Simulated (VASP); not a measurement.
# Ca2SiN2 (P4/mbm) in VASP: relaxation of cell and atoms with PBE

Aim: the relaxation of cell and atoms of Ca2SiN2 with PBE.

Program: VASP 6.6.1. These are calculated values, not measurements. Logs are shortened: lines on timing, memory, paths and dates and some standing lists are left out, and cuts for length are marked.

## Step 1: The cell of the first run

The structure is tetragonal, space group P4/mbm (No. 127). Conventional cell: a = 7.118 Å, b = 7.118 Å, c = 3.494 Å, α = 90.00°, β = 90.00°, γ = 90.00°. Ca (site symmetry m2m) has 6 N at 2.66 to 2.78 Å and 4 Si at 3.16 Å and 3 Ca at 3.46 to 3.49 Å within 3.5 Å. Within 3.7 Å of Si (site symmetry 4/m) lie 4 N at 2.80 Å and 8 Ca at 3.16 Å and 2 Si at 3.49 Å. N (site symmetry m2m) has 3 N at 2.58 to 3.49 Å and 6 Ca at 2.66 to 2.78 Å and 2 Si at 2.80 Å within 3.5 Å.

The cell was built from a structure type or drawn by symmetry, and may not be a known phase.

## Step 2: Relaxation of cell and atoms, PBE, collinear spin, ferromagnetic start

INCAR reads:

```
ALGO = Normal
EDIFF = 1E-7
EDIFFG = -0.04
ENCUT = 600
GGA = PE
GGA_COMPAT = F
IBRION = 2
ISIF = 3
ISMEAR = 0
ISPIN = 2
KPAR = 4
LASPH = T
LCHARG = F
LORBIT = 11
LREAL = F
LWAVE = F
MAGMOM = 0 0 0 0 0 0 1 1 1 1
NELM = 200
NELMIN = 4
NSW = 90
PREC = Accurate
SIGMA = 0.1
```

KPOINTS reads:

```
k-points
0
Gamma
  4 4 6
```

POSCAR reads:

```
Ca2SiN2
1.0
    7.1178276600      0.0000000000      0.0000000000
    0.0000000000      7.1178276600      0.0000000000
    0.0000000000      0.0000000000      3.4941703200
Ca Si N
4 2 4
Direct
    0.6719936100      0.1719936100      0.5000000000
    0.3280063900      0.8280063900      0.5000000000
    0.1719936100      0.3280063900      0.5000000000
    0.8280063900      0.6719936100      0.5000000000
    0.0000000000      0.0000000000      0.0000000000
    0.5000000000      0.5000000000      0.0000000000
    0.1282306400      0.6282306400      0.0000000000
    0.8717693600      0.3717693600      0.0000000000
    0.6282306400      0.8717693600      0.0000000000
    0.3717693600      0.1282306400      0.0000000000
```

Potentials or basis: VASP PAW PBE potentials, release 64 (Ca_sv, Si, N).

On the command line:

```sh
cat potpaw_PBE.64/Ca_sv/POTCAR potpaw_PBE.64/Si/POTCAR potpaw_PBE.64/N/POTCAR > POTCAR
mpirun -np 4 vasp_std > vasp.out
```

OUTCAR:

```text
EDIFF = 1E-7
   EDIFFG = -0.04
   ENCUT = 600
   GGA = PE
   IBRION = 2
   ISIF = 3
   ISMEAR = 0
   ISPIN = 2
   LASPH = T
   LORBIT = 11
   LREAL = F
   NELM = 200
   NELMIN = 4
   NSW = 90
   PREC = Accurate

 ion  position               nearest neighbor table
   1  0.672  0.172  0.500-
   2  0.328  0.828  0.500-
   3  0.172  0.328  0.500-
   4  0.828  0.672  0.500-
   5  0.000  0.000  0.000-
   6  0.500  0.500  0.000-
   7  0.128  0.628  0.000-
   8  0.872  0.372  0.000-
   9  0.628  0.872  0.000-
  10  0.372  0.128  0.000-

  LATTYP: Found a simple tetragonal cell.
 ALAT       =     7.1178276600
 C/A-ratio  =     0.4909040352

  Lattice vectors:

 A1 = (   7.1178276600,   0.0000000000,   0.0000000000)
 A2 = (   0.0000000000,   7.1178276600,   0.0000000000)
 A3 = (   0.0000000000,   0.0000000000,   3.4941703200)

Analysis of symmetry for initial positions (statically):
=====================================================================
 Subroutine PRICEL returns:
 Original cell was already a primitive cell.

 Routine SETGRP: Setting up the symmetry group for a
 simple tetragonal supercell.

 Subroutine GETGRP returns: Found 16 space group operations
 (whereof  8 operations were pure point group operations)
 out of a pool of 16 trial point group operations.

The static configuration has the point symmetry C_4h.
 The point group associated with its full space group is D_4h.

Analysis of symmetry for dynamics (positions and initial velocities):
=====================================================================
 Subroutine PRICEL returns:
 Original cell was already a primitive cell.

 Routine SETGRP: Setting up the symmetry group for a
 simple tetragonal supercell.

 Subroutine GETGRP returns: Found 16 space group operations
 (whereof  8 operations were pure point group operations)
 out of a pool of 16 trial point group operations.

The dynamic configuration has the point symmetry C_4h.
 The point group associated with its full space group is D_4h.

Analysis of structural, dynamic, and magnetic symmetry:
=====================================================================
 Subroutine PRICEL returns:
 Original cell was already a primitive cell.

 Routine SETGRP: Setting up the symmetry group for a
 simple tetragonal supercell.

 Subroutine GETGRP returns: Found 16 space group operations
 (whereof  8 operations were pure point group operations)
 out of a pool of 16 trial point group operations.

[... 137 lines left out ...]
  volume/ion in A,a.u.               =      17.70       119.46
  Fermi-wavevector in a.u.,A,eV,Ry     =   1.190049  2.248866 19.268793  1.416216
  Thomas-Fermi vector in A             =   2.326142
   LORBIT       =     11    0 simple, 1 ext, 2 COOP (PROOUT), +10 PAW based schemes
   GGA     = PE    functional components
   LHFCALC =     F    Hartree Fock is set to
   AEXX    =    0.0000 exact exchange contribution
   IVDW    =     0    specifies the selected vdW correction
   LEPSILON=     F    determine dielectric tensor
   LRPA    =     F    only Hartree local field effects (RPA)
 conjugate gradient relaxation of ions
 spin polarized calculation
 Gauss-broadening in eV      SIGMA  =   0.10
  energy-cutoff  :      600.00
  volume of cell :      177.03
 maximum number of plane-waves:      5936
 NGX is ok and might be reduce to    60
   NGX = 29   NGY = 29   NGZ = 13

--------------------------------------- Ionic step        1  -------------------------------------------

 number of electron      68.0000007 magnetization       1.6298719

 Free energy of the ion-electron system (eV)
  ---------------------------------------------------
  ext. energy  EPLUGINS =         0.00000000
  ---------------------------------------------------
  free energy    TOTEN  =       -50.59357742 eV

  energy without entropy =      -50.57642109  energy(sigma->0) =      -50.58499925

 E-fermi :   3.6030     XC(G=0):  -9.8637

 val. band max:        3.5814061555   @ k =   0.0000   0.0000   0.0000
 cond. band min:       3.6314425890   @ k =   0.2500   0.0000   0.5000
 fundamental gap:      0.0500364335
 Fermi energy:         3.6029582552

 spin component 1

 k-point     1 :       0.0000    0.0000    0.0000
  band No.  band energies     occupation
      1     -36.3053      1.00000
      2     -36.2855      1.00000
      3     -36.2842      1.00000
      4     -36.2842      1.00000
      5     -17.4876      1.00000
      6     -17.4518      1.00000
[... 2277 lines left out ...]
  FREE ENERGIE OF THE ION-ELECTRON SYSTEM (eV)
  ---------------------------------------------------
  free  energy   TOTEN  =       -52.8463981220 eV

  energy  without entropy=      -52.8249124291  energy(sigma->0) =      -52.83565528

[... ionic steps 4 to 11 ...]

--------------------------------------- Ionic step       12  -------------------------------------------

 number of electron      68.0000005 magnetization      -0.0000004

 number of electron      68.0000005 magnetization       0.0000000
[... 89 lines left out ...]
 number of electron      68.0000004 magnetization       0.0000000

 number of electron      68.0000004 magnetization      -0.0000000

 Free energy of the ion-electron system (eV)
  ---------------------------------------------------
  ext. energy  EPLUGINS =         0.00000000
  ---------------------------------------------------
  free energy    TOTEN  =       -54.79562592 eV

  energy without entropy =      -54.79065099  energy(sigma->0) =      -54.79313845

 E-fermi :   5.7428     XC(G=0): -11.0739

 val. band max:        5.6855477487   @ k =   0.2500   0.2500   0.5000
 cond. band min:       5.8410091457   @ k =   0.2500   0.2500   0.0000
 fundamental gap:      0.1554613971
 Fermi energy:         5.7428466589

 spin component 1

 k-point     1 :       0.0000    0.0000    0.0000
  band No.  band energies     occupation
      1     -33.6622      1.00000
      2     -33.5856      1.00000
      3     -33.3770      1.00000
      4     -33.3770      1.00000
      5     -15.6655      1.00000
      6     -15.3050      1.00000
[... 2189 lines left out ...]
  FREE ENERGIE OF THE ION-ELECTRON SYSTEM (eV)
  ---------------------------------------------------
  free  energy   TOTEN  =       -54.7956259182 eV

  energy  without entropy=      -54.7906509867  energy(sigma->0) =      -54.79313845

 reached required accuracy - stopping structural energy minimisation

 total charge

# of ion       s       p       d       tot
------------------------------------------
    1        2.049   5.880   0.405   8.334
    2        2.049   5.880   0.405   8.334
    3        2.049   5.880   0.405   8.334
    4        2.049   5.880   0.405   8.334
    5        0.791   0.675   0.000   1.465
    6        0.791   0.675   0.000   1.465
    7        1.256   2.304   0.000   3.560
    8        1.256   2.304   0.000   3.560
    9        1.256   2.304   0.000   3.560
   10        1.256   2.304   0.000   3.560
--------------------------------------------------
tot         14.801  34.086   1.619  50.506

 magnetization (x)

# of ion       s       p       d       tot
------------------------------------------
    1        0.000  -0.000   0.000   0.000
    2        0.000  -0.000   0.000   0.000
    3        0.000  -0.000   0.000   0.000
    4        0.000  -0.000   0.000   0.000
    5       -0.000  -0.000   0.000  -0.000
    6       -0.000  -0.000   0.000  -0.000
    7        0.000  -0.000   0.000  -0.000
    8        0.000  -0.000   0.000  -0.000
    9        0.000  -0.000   0.000  -0.000
   10        0.000  -0.000   0.000  -0.000
--------------------------------------------------
tot          0.000  -0.000   0.000  -0.000
```

OSZICAR:

```text
N       E                     dE             d eps       ncg     rms          rms(c)
DAV:   1     0.678707023797E+03    0.67871E+03   -0.35623E+04  4032   0.171E+03
DAV:   2     0.187273474373E+02   -0.65998E+03   -0.64465E+03  4438   0.461E+02
DAV:   3    -0.526371802807E+02   -0.71365E+02   -0.69217E+02  6192   0.119E+02
[... 191 lines left out ...]
DAV:   7    -0.547956247685E+02   -0.10807E-04   -0.84953E-06  5960   0.205E-02    0.614E-03
DAV:   8    -0.547956252631E+02   -0.49455E-06   -0.11542E-06  5412   0.548E-03    0.513E-03
DAV:   9    -0.547956256973E+02   -0.43417E-06   -0.24987E-07  3292   0.255E-03    0.203E-03
DAV:  10    -0.547956258242E+02   -0.12691E-06   -0.90249E-08  2368   0.174E-03    0.430E-04
DAV:  11    -0.547956259182E+02   -0.94065E-07   -0.38750E-08  2204   0.130E-03
  14 F= -.54795626E+02 E0= -.54793138E+02  d E =-.310197E-02  mag=    -0.0000
```

CONTCAR:

```text
Ca2SiN2
   1.00000000000000
     6.2173780490029449    0.0000000000000000    0.0000000000000000
    -0.0000000000000000    6.2173780490029449    0.0000000000000000
    -0.0000000000000000    0.0000000000000000    3.4698216542871334
  Ca              Si              N
     4     2     4
Direct
     0.6467387287685562    0.1467387287685561    0.5000000000000000
     0.3532612712314439    0.8532612712314438    0.5000000000000000
     0.1467387287685561    0.3532612712314439    0.5000000000000000
     0.8532612712314438    0.6467387287685562    0.5000000000000000
     0.0000000000000000    1.0000000000000000    1.0000000000000000
     0.5000000000000000    0.5000000000000000    1.0000000000000000
     0.1780293960580656    0.6780293960580654    0.0000000000000000
     0.8219706039419346    0.3219706039419343    1.0000000000000000
     0.6780293960580654    0.8219706039419346    1.0000000000000000
     0.3219706039419343    0.1780293960580656    0.0000000000000000

  0.00000000E+00  0.00000000E+00  0.00000000E+00
  0.00000000E+00  0.00000000E+00  0.00000000E+00
  0.00000000E+00  0.00000000E+00  0.00000000E+00
  0.00000000E+00  0.00000000E+00  0.00000000E+00
  0.00000000E+00  0.00000000E+00  0.00000000E+00
  0.00000000E+00  0.00000000E+00  0.00000000E+00
  0.00000000E+00  0.00000000E+00  0.00000000E+00
  0.00000000E+00  0.00000000E+00  0.00000000E+00
  0.00000000E+00  0.00000000E+00  0.00000000E+00
  0.00000000E+00  0.00000000E+00  0.00000000E+00
```

It took 17 min on 4 MPI ranks of Intel Xeon 6975P-C (Granite Rapids), shared host; peak memory 0.64 GiB.

Results:

| Quantity | Value |
| --- | --- |
| Free energy | -54.7956 eV |
| Relaxed volume | 13.41 Å³/atom |
| Relaxed cell | a = 6.217 Å, b = 6.217 Å, c = 3.470 Å, α = 90.00°, β = 90.00°, γ = 90.00° |
| Space group after relaxing (to 0.1 Å) | P4/mbm (No. 127) |
| Energy gained by relaxing | 420.2 meV/atom |
| Ionic steps | 14 |
| Pressure after relaxing | 0.0 GPa |
| Largest force after relaxing | 0.032 eV/Å |
| Band gap on the k mesh | zero (filled and empty bands overlap) |
| Net moment | 0.00 μB per cell |
| Valence electrons inside the program's atomic spheres | Ca 8.33; Si 1.47; N 3.56 |

Forces in eV/Å, atoms in the order of the input:
```
Ca   0.012  0.012  0.000
Ca  -0.012 -0.012  0.000
Ca   0.012 -0.012  0.000
Ca  -0.012  0.012  0.000
Si   0.000  0.000  0.000
Si   0.000  0.000  0.000
N   -0.022 -0.022  0.000
N    0.022  0.022  0.000
N   -0.022  0.022  0.000
N    0.022 -0.022  0.000
```

Step by step:
| step | energy change (eV) | largest force (eV/Å) | pressure (GPa) | volume (Å³) |
| --- | --- | --- | --- | --- |
| 1 | 0.0000 | 0.9570 | -11.53 | 177.03 |
| 2 | -2.1068 | 1.2227 | -1.71 | 146.19 |
| 3 | -2.2528 | 1.4177 | 2.53 | 138.48 |
| 4 | -2.2569 | 1.4864 | 3.75 | 136.61 |
| 5 | -2.9953 | 1.5501 | 1.50 | 136.26 |
| 6 | -3.3992 | 1.2902 | -2.76 | 134.20 |
| 7 | -3.6209 | 1.2102 | -1.55 | 135.30 |
| 8 | -4.1100 | 0.1597 | 1.09 | 132.15 |
| 9 | -4.1244 | 0.2255 | 1.83 | 131.56 |
| 10 | -4.1830 | 0.0640 | -0.58 | 134.88 |
| 11 | -4.1854 | 0.0620 | -1.14 | 135.71 |
| 12 | -4.1988 | 0.1103 | 0.06 | 134.36 |
| 13 | -4.1989 | 0.1054 | -0.04 | 134.47 |
| 14 | -4.2020 | 0.0318 | -0.02 | 134.13 |

Final structure:
```xyz
10
Lattice="6.2174 0.0000 0.0000 0.0000 6.2174 0.0000 0.0000 0.0000 3.4698" Properties=species:S:1:pos:R:3 pbc="T T T"
Ca    4.0210    0.9123    1.7349
Ca    2.1964    5.3050    1.7349
Ca    0.9123    2.1964    1.7349
Ca    5.3050    4.0210    1.7349
Si    0.0000    6.2174    3.4698
Si    3.1087    3.1087    3.4698
N     1.1069    4.2156    0.0000
N     5.1105    2.0018    3.4698
N     4.2156    5.1105    3.4698
N     2.0018    1.1069    0.0000
```

Caveat: the volume moved by over 15 % at a fixed basis, so the end points are rough.
